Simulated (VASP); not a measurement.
# Sn (Fd-3m) in VASP: a series of runs

Sn is run at these levels: PBEsol; tasks: single point.

Everything below comes from runs of VASP 6.6.1. Logs are shortened: lines on timing, memory, paths and dates and some standing lists are left out, and cuts for length are marked.

## (1) The cell of the first run

The structure is cubic, space group Fd-3m (No. 227). The conventional cell has a = 6.467 Å, b = 6.467 Å, c = 6.467 Å, α = 90.00°, β = 90.00°, γ = 90.00°. Within 3.7 Å of Sn (site symmetry -43m) lie 4 Sn at 2.80 Å.

## (2) Single point, PBEsol

Contents of INCAR:

```
  PREC = Accurate
  ENCUT = 500
  EDIFF = 1E-6
  ISMEAR = 1
  SIGMA = 0.01
  LREAL = False
  LASPH = True
  NELM = 120
  ALGO = Normal
  ISIF = 2
  LWAVE = False
  LCHARG = False
  GGA = PS
  NBANDS = 21
  GGA_COMPAT = False
```

Contents of KPOINTS:

```
Automatic mesh
0
Gamma
  2 2 2
```

Contents of POSCAR:

```
Sn
1.0
    4.5726370000      0.0000000000      0.0000000000
    2.2863185000      3.9600198043      0.0000000000
    2.2863185000      1.3200066014      3.7335424763
Sn
2
Direct
    0.0000000000      0.0000000000      0.0000000000
    0.2500000000      0.2500000000      0.2500000000
```

Potentials or basis: VASP PAW PBE potentials, release 64 (Sn_d).

Run with:

```sh
> cat potpaw_PBE.64/Sn_d/POTCAR > POTCAR
> mpirun -np 1 vasp_std > vasp.out
```

OUTCAR:

```text
PREC = Accurate
   ENCUT = 500
   EDIFF = 1E-6
   ISMEAR = 1
   LREAL = False
   LASPH = True
   NELM = 120
   ISIF = 2
   GGA = PS

 ion  position               nearest neighbor table
   1  0.000  0.000  0.000-   2 2.80   2 2.80   2 2.80   2 2.80
   2  0.250  0.250  0.250-   1 2.80   1 2.80   1 2.80   1 2.80

  LATTYP: Found a face centered cubic cell.
 ALAT       =     6.4666852612

  Lattice vectors:

 A1 = (   4.5726370000,   0.0000000000,   0.0000000000)
 A2 = (   2.2863185000,   3.9600198043,   0.0000000000)
 A3 = (   2.2863185000,   1.3200066014,   3.7335424763)

Analysis of symmetry for initial positions (statically):
=====================================================================
 Subroutine PRICEL returns:
 Original cell was already a primitive cell.

 Routine SETGRP: Setting up the symmetry group for a
 face centered cubic supercell.

 Subroutine GETGRP returns: Found 48 space group operations
 (whereof 24 operations were pure point group operations)
 out of a pool of 48 trial point group operations.

The static configuration has the point symmetry T_d .
 The point group associated with its full space group is O_h .

Analysis of symmetry for dynamics (positions and initial velocities):
=====================================================================
 Subroutine PRICEL returns:
 Original cell was already a primitive cell.

 Routine SETGRP: Setting up the symmetry group for a
 face centered cubic supercell.

 Subroutine GETGRP returns: Found 48 space group operations
 (whereof 24 operations were pure point group operations)
 out of a pool of 48 trial point group operations.

The dynamic configuration has the point symmetry T_d .
 The point group associated with its full space group is O_h .

 Subroutine INISYM returns: Found 48 space group operations
 (whereof 24 operations are pure point group operations),
 and found     1 'primitive' translations

----------------------------------------------------------------------------------------

                                     Primitive cell

  volume of cell :      67.6060

  direct lattice vectors                    reciprocal lattice vectors
     4.572637000  0.000000000  0.000000000     0.218692190 -0.126261995 -0.089280713
     2.286318500  3.960019804  0.000000000     0.000000000  0.252523990 -0.089280713
     2.286318500  1.320006601  3.733542476     0.000000000  0.000000000  0.267842138

  length of vectors
     4.572637000  4.572637000  4.572637000     0.267842138  0.267842138  0.267842138

  position of ions in fractional coordinates (direct lattice)
     0.000000000  0.000000000  0.000000000
     0.250000000  0.250000000  0.250000000

  ion indices of the primitive-cell ions
   primitive index   ion index
                 1           1
                 2           2

----------------------------------------------------------------------------------------

 KPOINTS: Automatic mesh

Automatic generation of k-mesh.
 Grid dimensions read from file:
 generate k-points for:    2    2    2

 Generating k-lattice:

  Cartesian coordinates                     Fractional coordinates (reciprocal lattice)
     0.109346095 -0.063130997 -0.044640356     0.500000000  0.000000000  0.000000000
     0.000000000  0.126261995 -0.044640356     0.000000000  0.500000000 -0.000000000
     0.000000000  0.000000000  0.133921069     0.000000000  0.000000000  0.500000000

  Length of vectors
     0.133921069  0.133921069  0.133921069

  Shift w.r.t. Gamma in fractional coordinates (k-lattice)
     0.000000000  0.000000000  0.000000000

 Subroutine IBZKPT returns following result:
 ===========================================

 Found      3 irreducible k-points:

 Following reciprocal coordinates:
            Coordinates               Weight
  0.000000  0.000000  0.000000      1.000000
  0.500000  0.000000  0.000000      4.000000
  0.500000  0.500000  0.000000      3.000000
   k-points           NKPTS =      3   k-points in BZ     NKDIM =      3   number of bands    NBANDS=     21
   number of dos      NEDOS =    301   number of ions     NIONS =      2
   total plane-waves  NPLWV =  46656
   dimension x,y,z NGX =    36 NGY =   36 NGZ =   36
   dimension x,y,z NGXF=    72 NGYF=   72 NGZF=   72
   ions per type =               2
   NGX,Y,Z   is equivalent  to a cutoff of  13.09, 13.09, 13.09 a.u.
   NGXF,Y,Z  is equivalent  to a cutoff of  26.18, 26.18, 26.18 a.u.
 SYSTEM =  unknown system
   PREC   = accura    normal or accurate (medium, high low for compatibility)
   ISTART =      0    job   : 0-new  1-cont  2-samecut
   ICHARG =      2    charge: 1-file 2-atom 10-const
   ISPIN  =      1    spin polarized calculation?
   LNONCOLLINEAR =      F non collinear calculations
   LSORBIT =      F    spin-orbit coupling
   LASPH  =      T    aspherical Exc in radial PAW
   ENCUT  =  500.0 eV  36.75 Ry    6.06 a.u.   8.34  8.34  8.34*2*pi/ulx,y,z
   NELM   =    120;   NELMIN=  2; NELMDL= -5     # of ELM steps
   EDIFF  = 0.1E-05   stopping-criterion for ELM
   LREAL  =      F    real-space projection
   EDIFFG = 0.1E-04   stopping-criterion for IOM
   NSW    =      0    number of steps for IOM
   IBRION =     -1    ionic relax: 0-MD 1-quasi-New 2-CG
   NFREE  =      0    steps in history (QN), initial steepest desc. (CG)
   ISIF   =      2    stress and relaxation
   ISYM   =      2    0-nonsym 1-usesym 2-fastsym
   POTIM  = 0.5000    time-step for ionic-motion
   TEBEG  =    0.0;   TEEND  =   0.0 temperature during run
   PSTRESS=    0.0 pullay stress
   NELECT =      28.0000    total number of electrons
   NUPDOWN=      -1.0000    fix difference up-down
   EMIN   =  10.00;   EMAX   =-10.00  energy-range for DOS
   EFERMI =   0.00;   METHOD = LEGACY
   ISMEAR =     1;   SIGMA  =   0.01  broadening in eV -4-tet -1-fermi 0-gaus
   EFERMI_NEDOS =   21; number of points for ismear=-14 and -15
   IALGO  =     38    algorithm
   IMIX   =      4    mixing-type and parameters
     AMIX     =   0.40;   BMIX     =  1.00
     AMIX_MAG =   1.60;   BMIX_MAG =  1.00
  volume/ion in A,a.u.               =      33.80       228.11
  Fermi-wavevector in a.u.,A,eV,Ry     =   1.220298  2.306028 20.260795  1.489126
  Thomas-Fermi vector in A             =   2.355520
   LORBIT       =      0    0 simple, 1 ext, 2 COOP (PROOUT), +10 PAW based schemes
   GGA     = PS    functional components
   LHFCALC =     F    Hartree Fock is set to
   AEXX    =    0.0000 exact exchange contribution
   IVDW    =     0    specifies the selected vdW correction
   LEPSILON=     F    determine dielectric tensor
   LRPA    =     F    only Hartree local field effects (RPA)
 non-spin polarized calculation
 Methfessel and Paxton  Order N= 1 SIGMA  =   0.01
  energy-cutoff  :      500.00
  volume of cell :       67.61
 maximum number of plane-waves:      1759
 NGX is ok and might be reduce to    36
   NGX = 17   NGY = 17   NGZ = 17

 number of electron      28.0000008 magnetization

 Free energy of the ion-electron system (eV)
  ---------------------------------------------------
  ext. energy  EPLUGINS =         0.00000000
  ---------------------------------------------------
  free energy    TOTEN  =        -6.20682743 eV

  energy without entropy =       -6.20541695  energy(sigma->0) =       -6.20635727

 E-fermi :   5.6778     XC(G=0):  -9.0261

 val. band max:        5.1433686577   @ k =   0.0000   0.0000   0.0000
 cond. band min:       5.6778228407   @ k =   0.5000   0.0000   0.0000
 fundamental gap:      0.5344541830
 Fermi energy:         5.6778228407

 k-point     1 :       0.0000    0.0000    0.0000
  band No.  band energies     occupation
      1     -15.7319      2.00000
      2     -15.7319      2.00000
      3     -15.7319      2.00000
      4     -15.6710      2.00000
      5     -15.6710      2.00000
      6     -15.3465      2.00000
[... 13 lines left out ...]
     20      13.6668      0.00000
     21      13.6668      0.00000

 k-point     2 :       0.5000    0.0000    0.0000
  band No.  band energies     occupation
      1     -15.7697      2.00000
      2     -15.7697      2.00000
      3     -15.7043      2.00000
      4     -15.6074      2.00000
      5     -15.6074      2.00000
      6     -15.4076      2.00000
[... 13 lines left out ...]
     20      14.4719      0.00000
     21      14.4719      0.00000

 k-point     3 :       0.5000    0.5000    0.0000
  band No.  band energies     occupation
      1     -15.7853      2.00000
      2     -15.7853      2.00000
      3     -15.6463      2.00000
      4     -15.6463      2.00000
      5     -15.5009      2.00000
      6     -15.5009      2.00000
[... 13 lines left out ...]
     20      15.0469      0.00000
     21      16.1378      0.00000

------------------------ aborting loop because EDIFF is reached ----------------------------------------

  FORCE on cell =-STRESS in cart. coord.  units (eV):
  Direction    XX          YY          ZZ          XY          YZ          ZX
  --------------------------------------------------------------------------------------
  -------------------------------------------------------------------------------------
  Total        4.5691270      4.5691270      4.5691270      0.0000000     -0.0000000      0.0000000
  in kB      108.2825897    108.2825897    108.2825897      0.0000000     -0.0000000      0.0000000
  external PRESSURE =     108.2825897 kB  Pullay stress =       0.0000000 kB

 VOLUME and BASIS-vectors are now :
 -----------------------------------------------------------------------------
  energy-cutoff  :      500.00
  volume of cell :       67.61
      direct lattice vectors                 reciprocal lattice vectors
     4.572637000  0.000000000  0.000000000     0.218692190 -0.126261995 -0.089280713
     2.286318500  3.960019804  0.000000000     0.000000000  0.252523990 -0.089280713
     2.286318500  1.320006601  3.733542476     0.000000000  0.000000000  0.267842138

 POSITION                                       TOTAL-FORCE (eV/Angst)
 -----------------------------------------------------------------------------------
      0.00000      0.00000      0.00000        -0.000000     -0.000000      0.000000
      2.28632      1.32001      0.93339         0.000000      0.000000     -0.000000
 -----------------------------------------------------------------------------------
    total drift:                                0.000000      0.000000      0.000000

  FREE ENERGIE OF THE ION-ELECTRON SYSTEM (eV)
  ---------------------------------------------------
  free  energy   TOTEN  =        -6.2068274285 eV

  energy  without entropy=       -6.2054169545  energy(sigma->0) =       -6.20635727
```

Wall time 18 s (1 thread of AMD EPYC 7R13, shared host); peak memory 0.16 GiB.

Results:

* Free energy: -6.2068 eV
* Pressure: 10.8 GPa
* Band gap on the k mesh: zero (band 14 reaches 5.82 eV, above the bottom of band 15 at 5.68 eV)

Caveat: the k points lie up to 0.84 Å⁻¹ apart; the PAW data sets were made with another functional, which shifts forces and pressure a little; spin-orbit coupling is left out, which moves the levels of the heavy elements.

## (3) Single point, PBEsol

Contents of INCAR:

```
SYSTEM = Sn
ALGO = Normal
EDIFF = 1E-6
ENCUT = 500
GGA = PS
GGA_COMPAT = .False.
ISIF = 2
ISMEAR = 1
LASPH = .True.
LCHARG = .True.
LELF = .True.
LREAL = .False.
LVHAR = .True.
LWAVE = .False.
NBANDS = 21
NELM = 120
PREC = Accurate
SIGMA = 0.01
```

Contents of KPOINTS:

```
k-points
0
Gamma
  3 3 3
  0 0 0
```

POSCAR is that of step 2.

Potentials or basis: VASP PAW PBE potentials, release 64 (Sn_d).

Run with:

```sh
> cat potpaw_PBE.64/Sn_d/POTCAR > POTCAR
> mpirun -np 1 vasp_std > vasp.out
```

Wall time 24 s (1 thread of AMD EPYC 7R13, shared host); peak memory 0.16 GiB.

The run converged. Its results:

```yaml
Free_energy: -7.8392 eV
Pressure: 3.1 GPa
Band_gap_on_the_k_mesh: zero (filled and empty bands touch)
```

Levels at points of the mesh, in eV from the Fermi level:
```tsv
k point	band 12	band 13	band 14	band 15	band 16	band 17
(0.00, 0.00, 0.00)	-0.70	0.00	0.00	0.00	2.03	2.03
```

Caveat: the k points lie up to 0.56 Å⁻¹ apart; the PAW data sets were made with another functional, which shifts forces and pressure a little; spin-orbit coupling is left out, which moves the levels of the heavy elements.
